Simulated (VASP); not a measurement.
Here is a VASP 6.6.1 calculation.

File INCAR:

```
SYSTEM = S3O
PREC = Accurate
ENCUT = 520
EDIFF = 1E-7
ISMEAR = 0
SIGMA = 0.1
LREAL = .False.
LASPH = .True.
NELM = 100
ALGO = Normal
ISIF = 2
LWAVE = .False.
LCHARG = .False.
GGA = PE
IVDW = 12
NBANDS = 34
```

The input KPOINTS:

```
regular mesh
0
Gamma
  3 3 6
  0 0 0
```

The input POSCAR:

```
S3O
1.0
    6.2680562983      0.0000000000      0.0000000000
   -3.1340281491      5.4282959867      0.0000000000
    0.0000000000      0.0000000000      3.2447982790
S O
6 2
Direct
    0.1692710909      0.3385421817      0.2500000000
    0.6614578183      0.8307289091      0.2500000000
    0.1692710909      0.8307289091      0.2500000000
    0.8307289091      0.6614578183      0.7500000000
    0.3385421817      0.1692710909      0.7500000000
    0.8307289091      0.1692710909      0.7500000000
    0.3333333333      0.6666666667      0.7500000000
    0.6666666667      0.3333333333      0.2500000000
```

Potentials or basis: VASP PAW PBE potentials, release 64 (S, O).

Launch:

```sh
$ cat potpaw_PBE.64/S/POTCAR potpaw_PBE.64/O/POTCAR > POTCAR
$ mpirun -np 1 vasp_std > vasp.out
```

Question: Predict the dispersion energy per atom.

Answer: -0.311 eV.

Question: Predict the band gap on the k mesh.

Answer: Zero (bands 24 and 25 overlap by 1.37 eV).

Stress tensor (GPa, compression positive):
```
-0.36  0.00  0.00
 0.00 -0.36  0.00
 0.00  0.00 -0.68
```

Caveat: the k points lie up to 0.39 Å⁻¹ apart, too coarse for converged energies and pressures of a metal.
